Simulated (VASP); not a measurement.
Crystal: CdSe.

```xyz
2
Lattice="0.0000 3.0497 3.0497 3.0497 0.0000 3.0497 3.0497 3.0497 0.0000" Properties=species:S:1:pos:R:3 pbc="T T T"
Cd    0.0000    0.0000    0.0000
Se    1.5248    1.5248    1.5248
```

Program: VASP 6.6.1. Alike in all runs: task single point; potentials or basis VASP PAW PBE potentials, release 64 (Cd, Se); no spin polarisation; cell as given; k mesh 8 × 8 × 8; cutoff (eV) 520.

Question: Order these runs on this cell by their pressure, lowest first.
A. level RPBE; smearing fermi-dirac 0.05 eV
B. level PBEsol+D3(BJ); smearing gaussian 0.1 eV
C. level r2SCAN+rVV10; smearing fermi-dirac 0.05 eV

Answer: B (-1.8 GPa), C (0.4 GPa), A (4.6 GPa).

Caveats: the PAW data sets were made with another functional, which shifts forces and pressure a little; three body term missing (some runs).
